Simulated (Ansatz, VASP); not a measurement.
# Two plane-wave programs on HRh6

```
Rh H
1.0
     5.41634    0.00000    0.00000
     0.00000    5.41634    0.00000
     0.00000    0.00000   21.67374
Rh H
12 2
Direct
  0.25000 0.25000 0.18456
  0.25000 0.75000 0.18456
  0.75000 0.25000 0.18456
  0.75000 0.75000 0.18456
  0.00000 0.00000 0.26938
  0.00000 0.50000 0.26938
  0.50000 0.00000 0.26938
  0.50000 0.50000 0.26938
  0.25000 0.25000 0.35406
  0.25000 0.75000 0.35406
  0.75000 0.25000 0.35406
  0.75000 0.75000 0.35406
  0.39098 0.50000 0.37482
  0.60902 0.50000 0.37482
```

Alike in both runs: task single point; functional PBE; k mesh 5 × 5 × 1; occupations gaussian, width 0.1 eV; no spin polarisation.

```csv
,VASP,Ansatz
version,VASP 6.6.1,Ansatz 0.2.0
potentials or method,"VASP PAW PBE potentials, release 64 (Rh_pv, H), cutoff 520 eV","scalar-relativistic, plane waves, PAW"
valence electrons in the cell,182,206
```

VASP gave:

- gap on the k mesh at the Fermi level (eV): none
- rms of the force components (eV/Å): 0.613

Task: What did Ansatz give for the same quantities?

Result: gap on the k mesh at the Fermi level (eV): none; rms of the force components (eV/Å): 0.605.

Atom by atom the forces differ by 0.009 eV/Å (rms over components). A gap of «none» marks a metal or a gap that the smearing closes. VASP's potentials hold 182 valence electrons a cell and Ansatz's 206, so a difference there can come from the potentials and not from the codes.
